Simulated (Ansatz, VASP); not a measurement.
One calculation of SnPt2Se3, two programs

```
Sn Pt Se
1.0
     3.94228    0.00000    0.00000
     0.00000    3.94228    0.00000
     0.00000    0.00000    7.94938
Sn Pt Se
1 2 3
Cartesian
  1.9711 1.9711 0.0000
  1.9711 0.0000 5.4265
  0.0000 1.9711 2.5229
  1.9711 0.0000 2.9744
  0.0000 1.9711 4.9750
  0.0000 0.0000 0.0000
```

Change from the starting cell: species swapped into the Hf2GaSb3 type (P-4m2, No. 115).

Alike in both runs: functional PBE; k mesh 4 × 4 × 2; occupations gaussian, width 0.1 eV; no spin polarisation.

Ansatz relaxed the structure, and its values are those at the end. VASP's run is a single point on that final structure, the one shown.

```csv
,VASP,Ansatz
version,VASP 6.6.1,Ansatz 0.2.0
potentials or method,"VASP PAW PBE potentials, release 64 (Sn_d, Pt, Se), cutoff 520 eV","scalar-relativistic, plane waves, PAW"
valence electrons in the cell,52,98
```

Ansatz gave:

```
gap on the k mesh at the Fermi level (eV) : none
pressure (GPa)                            : 0.2
rms of the force components (eV/Å)        : 0.012
```

Task: Which values does VASP return?

Result: gap on the k mesh at the Fermi level (eV): none; pressure (GPa): 0.1; rms of the force components (eV/Å): 0.016.

A gap of «none» marks a metal or a gap that the smearing closes. VASP's potentials hold 52 valence electrons a cell and Ansatz's 98, so a difference there can come from the potentials and not from the codes.

The k mesh is coarse, so the values compare programs but aren't converged. Neither program's run includes spin-orbit coupling.
